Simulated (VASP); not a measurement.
# Ag (Fm-3m) in VASP: a series of runs

Runs on Ag. Level: PBE. Tasks: single point, relaxation of cell and atoms.

Program: VASP 6.6.1. These are calculated values, not measurements. Logs are shortened: lines on timing, memory, paths and dates and some standing lists are left out, and cuts for length are marked.

## Step 1: The cell of the first run

The structure is cubic, space group Fm-3m (No. 225). The conventional cell has a = 4.148 Å, b = 4.148 Å, c = 4.148 Å, α = 90.00°, β = 90.00°, γ = 90.00°. Within 3.9 Å of Ag (site symmetry m-3m) lie 12 Ag at 2.93 Å.

## Step 2: Single point, PBE

Input file INCAR:

```
PREC = Accurate
ENCUT = 520
EDIFF = 1E-6
ISMEAR = -1
SIGMA = 0.05
LREAL = False
LASPH = True
NELM = 60
ALGO = Normal
ISIF = 2
LWAVE = False
LCHARG = True
GGA = PE
LELF = True
LVHAR = True
NBANDS = 12
```

Input file KPOINTS:

```
regular mesh
0
Gamma
  16 16 16
```

Input file POSCAR:

```
Ag
1.0
    0.0000000000      2.0740021440      2.0740021440
    2.0740021440      0.0000000000      2.0740021440
    2.0740021440      2.0740021440      0.0000000000
Ag
1
Direct
    0.0000000000      0.0000000000      0.0000000000
```

Potentials or basis: VASP PAW PBE potentials, release 64 (Ag).

On the command line:

```console
> cat potpaw_PBE.64/Ag/POTCAR > POTCAR
> mpirun -np 1 vasp_std > vasp.out
```

OUTCAR:

```text
PREC = Accurate
   ENCUT = 520
   EDIFF = 1E-6
   ISMEAR = -1
   LREAL = False
   LASPH = True
   NELM = 60
   ISIF = 2
   GGA = PE

 ion  position               nearest neighbor table
   1  0.000  0.000  0.000-

  LATTYP: Found a face centered cubic cell.
 ALAT       =     4.1480042880

  Lattice vectors:

 A1 = (   0.0000000000,   2.0740021440,   2.0740021440)
 A2 = (   2.0740021440,   0.0000000000,   2.0740021440)
 A3 = (   2.0740021440,   2.0740021440,   0.0000000000)

Analysis of symmetry for initial positions (statically):
=====================================================================
 Subroutine PRICEL returns:
 Original cell was already a primitive cell.

 Routine SETGRP: Setting up the symmetry group for a
 face centered cubic supercell.

 Subroutine GETGRP returns: Found 48 space group operations
 (whereof 48 operations were pure point group operations)
 out of a pool of 48 trial point group operations.

The static configuration has the point symmetry O_h .

Analysis of symmetry for dynamics (positions and initial velocities):
=====================================================================
 Subroutine PRICEL returns:
 Original cell was already a primitive cell.

 Routine SETGRP: Setting up the symmetry group for a
 face centered cubic supercell.

 Subroutine GETGRP returns: Found 48 space group operations
 (whereof 48 operations were pure point group operations)
 out of a pool of 48 trial point group operations.

The dynamic configuration has the point symmetry O_h .

 Subroutine INISYM returns: Found 48 space group operations
 (whereof 48 operations are pure point group operations),
 and found     1 'primitive' translations

----------------------------------------------------------------------------------------

                                     Primitive cell

  volume of cell :      17.8426

  direct lattice vectors                    reciprocal lattice vectors
     0.000000000  2.074002144  2.074002144    -0.241079789  0.241079789  0.241079789
     2.074002144  0.000000000  2.074002144     0.241079789 -0.241079789  0.241079789
     2.074002144  2.074002144  0.000000000     0.241079789  0.241079789 -0.241079789

  length of vectors
     2.933081960  2.933081960  2.933081960     0.417562444  0.417562444  0.417562444

  position of ions in fractional coordinates (direct lattice)
     0.000000000  0.000000000  0.000000000

  ion indices of the primitive-cell ions
   primitive index   ion index
                 1           1

----------------------------------------------------------------------------------------

 KPOINTS: regular mesh

Automatic generation of k-mesh.
 Grid dimensions read from file:
 generate k-points for:   16   16   16

 Generating k-lattice:

  Cartesian coordinates                     Fractional coordinates (reciprocal lattice)
    -0.015067487  0.015067487  0.015067487     0.062500000  0.000000000  0.000000000
     0.015067487 -0.015067487  0.015067487     0.000000000  0.062500000  0.000000000
     0.015067487  0.015067487 -0.015067487     0.000000000  0.000000000  0.062500000

  Length of vectors
     0.026097653  0.026097653  0.026097653

  Shift w.r.t. Gamma in fractional coordinates (k-lattice)
     0.000000000  0.000000000  0.000000000

 Subroutine IBZKPT returns following result:
 ===========================================

 Found    145 irreducible k-points:

 Following reciprocal coordinates:
            Coordinates               Weight
  0.000000  0.000000  0.000000      1.000000
  0.062500  0.000000  0.000000      8.000000
  0.125000  0.000000  0.000000      8.000000
  0.187500  0.000000  0.000000      8.000000
  0.250000  0.000000  0.000000      8.000000
  0.312500  0.000000  0.000000      8.000000
[... 16 lines left out ...]
 -0.125000  0.062500  0.000000     24.000000
 -0.062500  0.062500  0.000000     12.000000
 [... further k-points ...]
   k-points           NKPTS =    145   k-points in BZ     NKDIM =    145   number of bands    NBANDS=     12
   number of dos      NEDOS =    301   number of ions     NIONS =      1
   total plane-waves  NPLWV =  13824
   dimension x,y,z NGX =    24 NGY =   24 NGZ =   24
   dimension x,y,z NGXF=    48 NGYF=   48 NGZF=   48
   ions per type =               1
   NGX,Y,Z   is equivalent  to a cutoff of  13.60, 13.60, 13.60 a.u.
   NGXF,Y,Z  is equivalent  to a cutoff of  27.21, 27.21, 27.21 a.u.
 SYSTEM =  unknown system
   PREC   = accura    normal or accurate (medium, high low for compatibility)
   ISTART =      0    job   : 0-new  1-cont  2-samecut
   ICHARG =      2    charge: 1-file 2-atom 10-const
   ISPIN  =      1    spin polarized calculation?
   LNONCOLLINEAR =      F non collinear calculations
   LSORBIT =      F    spin-orbit coupling
   LASPH  =      T    aspherical Exc in radial PAW
   ENCUT  =  520.0 eV  38.22 Ry    6.18 a.u.   5.45  5.45  5.45*2*pi/ulx,y,z
   NELM   =     60;   NELMIN=  2; NELMDL= -5     # of ELM steps
   EDIFF  = 0.1E-05   stopping-criterion for ELM
   LREAL  =      F    real-space projection
   EDIFFG = 0.1E-04   stopping-criterion for IOM
   NSW    =      0    number of steps for IOM
   IBRION =     -1    ionic relax: 0-MD 1-quasi-New 2-CG
   NFREE  =      0    steps in history (QN), initial steepest desc. (CG)
   ISIF   =      2    stress and relaxation
   ISYM   =      2    0-nonsym 1-usesym 2-fastsym
   POTIM  = 0.5000    time-step for ionic-motion
   TEBEG  =    0.0;   TEEND  =   0.0 temperature during run
   PSTRESS=    0.0 pullay stress
   NELECT =      11.0000    total number of electrons
   NUPDOWN=      -1.0000    fix difference up-down
   EMIN   =  10.00;   EMAX   =-10.00  energy-range for DOS
   EFERMI =   0.00;   METHOD = LEGACY
   ISMEAR =    -1;   SIGMA  =   0.05  broadening in eV -4-tet -1-fermi 0-gaus
   EFERMI_NEDOS =   21; number of points for ismear=-14 and -15
   IALGO  =     38    algorithm
   IMIX   =      4    mixing-type and parameters
     AMIX     =   0.40;   BMIX     =  1.00
     AMIX_MAG =   1.60;   BMIX_MAG =  1.00
  volume/ion in A,a.u.               =      17.84       120.41
  Fermi-wavevector in a.u.,A,eV,Ry     =   1.393327  2.633007 26.413825  1.941361
  Thomas-Fermi vector in A             =   2.516984
   LORBIT       =      0    0 simple, 1 ext, 2 COOP (PROOUT), +10 PAW based schemes
   GGA     = PE    functional components
   LHFCALC =     F    Hartree Fock is set to
   AEXX    =    0.0000 exact exchange contribution
   IVDW    =     0    specifies the selected vdW correction
   LEPSILON=     F    determine dielectric tensor
   LRPA    =     F    only Hartree local field effects (RPA)
 non-spin polarized calculation
  energy-cutoff  :      520.00
  volume of cell :       17.84
 maximum number of plane-waves:       531
 NGX is ok and might be reduce to    24
   NGX = 11   NGY = 11   NGZ = 11

 number of electron      11.0000000 magnetization

 Free energy of the ion-electron system (eV)
  ---------------------------------------------------
  ext. energy  EPLUGINS =         0.00000000
  ---------------------------------------------------
  free energy    TOTEN  =        -2.72019527 eV

  energy without entropy =       -2.71784496  energy(sigma->0) =       -2.71902011

 E-fermi :   7.7726     XC(G=0): -11.9405

 val. band max:        7.7710419269   @ k =   0.5000   0.1875   0.0625
 cond. band min:       7.8629148598   @ k =   0.4375   0.3750   0.0000
 fundamental gap:      0.0918729329
 Fermi energy:         7.7725900269

 k-point     1 :       0.0000    0.0000    0.0000
  band No.  band energies     occupation
      1       0.3748      2.00000
      2       3.1686      2.00000
      3       3.1686      2.00000
      4       3.1686      2.00000
      5       4.1222      2.00000
      6       4.1222      2.00000
      7      23.7338      0.00000
      8      27.0433      0.00000
      9      27.0433      0.00000
     10      27.0433      0.00000
     11      31.7420      0.00000
     12      32.6021      0.00000

 k-point     2 :       0.0625    0.0000    0.0000
  band No.  band energies     occupation
      1       0.4926      2.00000
      2       3.1431      2.00000
      3       3.2001      2.00000
      4       3.2001      2.00000
      5       4.1106      2.00000
      6       4.1106      2.00000
      7      23.7328      0.00000
      8      26.0232      0.00000
      9      27.0743      0.00000
     10      27.0743      0.00000
     11      31.6702      0.00000
     12      32.4906      0.00000

 k-point     3 :       0.1250    0.0000    0.0000
  band No.  band energies     occupation
      1       0.8290      2.00000
      2       3.0901      2.00000
      3       3.2782      2.00000
      4       3.2782      2.00000
      5       4.0916      2.00000
      6       4.0916      2.00000
      7      23.0770      0.00000
      8      24.7225      0.00000
      9      27.1331      0.00000
     10      27.1331      0.00000
     11      30.7262      0.00000
     12      32.0635      0.00000
[... 286 lines left out ...]
 k-point    23 :      -0.1250    0.0625    0.0000
  band No.  band energies     occupation
      1       1.0775      2.00000
      2       3.0216      2.00000
      3       3.3340      2.00000
      4       3.3593      2.00000
      5       3.9905      2.00000
      6       4.1930      2.00000
      7      22.5602      0.00000
      8      24.0398      0.00000
      9      26.2922      0.00000
     10      28.1670      0.00000
     11      29.6051      0.00000
     12      31.9693      0.00000

 k-point    24 :      -0.0625    0.0625    0.0000
  band No.  band energies     occupation
      1       0.6843      2.00000
      2       3.0901      2.00000
      3       3.2431      2.00000
      4       3.2699      2.00000
      5       4.0498      2.00000
      6       4.1417      2.00000
      7      23.6615      0.00000
      8      25.0549      0.00000
      9      26.4058      0.00000
     10      27.6130      0.00000
     11      30.8283      0.00000
     12      32.5528      0.00000

 [... further k-points ...]
[... 5 lines left out ...]
  --------------------------------------------------------------------------------------
  -------------------------------------------------------------------------------------
  Total       -0.0125930     -0.0125930     -0.0125930      0.0000000     -0.0000000      0.0000000
  in kB       -1.1307932     -1.1307932     -1.1307932      0.0000000     -0.0000000      0.0000000
  external PRESSURE =      -1.1307932 kB  Pullay stress =       0.0000000 kB

 VOLUME and BASIS-vectors are now :
 -----------------------------------------------------------------------------
  energy-cutoff  :      520.00
  volume of cell :       17.84
      direct lattice vectors                 reciprocal lattice vectors
     0.000000000  2.074002144  2.074002144    -0.241079789  0.241079789  0.241079789
     2.074002144  0.000000000  2.074002144     0.241079789 -0.241079789  0.241079789
     2.074002144  2.074002144  0.000000000     0.241079789  0.241079789 -0.241079789

 POSITION                                       TOTAL-FORCE (eV/Angst)
 -----------------------------------------------------------------------------------
      0.00000      0.00000      0.00000        -0.000000     -0.000000     -0.000000
 -----------------------------------------------------------------------------------
    total drift:                               -0.000000      0.000000      0.000000

  FREE ENERGIE OF THE ION-ELECTRON SYSTEM (eV)
  ---------------------------------------------------
  free  energy   TOTEN  =        -2.7201952708 eV

  energy  without entropy=       -2.7178449568  energy(sigma->0) =       -2.71902011
```

It used 7.6 s of CPU time on 1 thread of Intel(R) Xeon(R) 6975P-C (Granite Rapids), on a shared host.

What came out:

| Property | Result |
| --- | --- |
| Free energy | -2.7202 eV |
| Pressure | -0.1 GPa |

Levels at points of the mesh, in eV from the Fermi level:
| k point | band 4 | band 5 | band 6 | band 7 | band 8 | band 9 |
| --- | --- | --- | --- | --- | --- | --- |
| (0.00, 0.00, 0.00) | -4.60 | -3.65 | -3.65 | 15.96 | 19.27 | 19.27 |
| (0.50, 0.00, 0.00) | -2.92 | -2.92 | -0.23 | 3.40 | 15.19 | 17.45 |
| (0.50, 0.50, 0.00) | -2.72 | -2.72 | 1.69 | 6.44 | 10.48 | 10.48 |

## Step 3: Single point, PBE (volume scaled by 0.886, to set the pressure)

Input file INCAR:

```
PREC = Accurate
ENCUT = 520
EDIFF = 1E-7
ISMEAR = -1
SIGMA = 0.05
LREAL = F
LASPH = T
NELM = 80
ALGO = Normal
ISIF = 2
LWAVE = F
LCHARG = F
GGA = PE
NBANDS = 12
```

Input file KPOINTS:

```
regular mesh
0
Gamma
  17 17 17
```

Input file POSCAR:

```
Ag
1.0
    0.0000000000      1.9919897909      1.9919897909
    1.9919897909      0.0000000000      1.9919897909
    1.9919897909      1.9919897909      0.0000000000
Ag
1
Direct
    0.0000000000      0.0000000000      0.0000000000
```

Potentials or basis: VASP PAW PBE potentials, release 64 (Ag).

On the command line:

```console
> cat potpaw_PBE.64/Ag/POTCAR > POTCAR
> mpirun -np 1 vasp_std > vasp.out
```

Run time: 19 s. Hardware: 1 thread of Intel Xeon 6975P-C (Granite Rapids), shared host; peak memory 0.16 GiB.

It converged, with:

* Free energy: -2.6307 eV
* Pressure: 15.2 GPa

Levels at points of the mesh, in eV from the Fermi level:
```csv
k point,band 4,band 5,band 6,band 7,band 8,band 9
"(0.00, 0.00, 0.00)",-5.23,-4.05,-4.05,16.04,20.07,20.07
```

Caveat: the cell differs from its parent crystal (volume scaled by 0.886, to set the pressure).

[end of part 1 of 2]
